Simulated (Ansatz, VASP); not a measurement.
## Two plane-wave programs on NiMoIrPdW

```
CELL_PARAMETERS angstrom
2.76078 0.00000 0.00000
-1.38039 2.39090 0.00000
0.00000 0.00000 11.34051
ATOMIC_POSITIONS crystal
Ni 0.00000 0.00000 0.70917
Mo 0.66667 0.33333 0.29425
Pd 0.66667 0.33333 0.89901
Ir 0.00000 0.00000 0.10604
W 0.66667 0.33333 0.52921
```

Alike in both runs: functional revPBE; k mesh 11 × 11 × 3; occupations fermi-dirac, width 0.05 eV; collinear spin.

|  | VASP | Ansatz |
| --- | --- | --- |
| version | VASP 6.6.1 | Ansatz 0.2.0 |
| potentials or method | VASP PAW PBE potentials, release 64 (Ni, Mo_sv, Pd, Ir, W_sv) | Ansatz PAW |
| plane-wave cutoff (eV) | 520 | 420 |
| valence electrons in the cell | 57 | 81 |
| task | single point | band structure |

VASP gave:

| Property | Result |
| --- | --- |
| gap on the k mesh at the Fermi level (eV) | none |
| pressure (GPa) | 3.0 |
| traceless stress, the component that is largest in VASP (GPa) | 0.06 |
| rms of the force components (eV/Å) | 0.119 |
| net moment per atom (μB) | 0.00 |

Task: Which values does Ansatz return?

Result: gap on the k mesh at the Fermi level (eV): none; pressure (GPa): 2.7; traceless stress, the component that is largest in VASP (GPa): 0.08; rms of the force components (eV/Å): 0.110; net moment per atom (μB): 0.00.

VASP's potentials were made for PBE, not for revPBE. Atom by atom the forces differ by 0.013 eV/Å (rms over components). A gap of «none» marks a metal or a gap that the smearing closes. VASP's potentials hold 57 valence electrons a cell and Ansatz's 81, so a difference there can come from the potentials and not from the codes.

Neither program's run includes spin-orbit coupling.
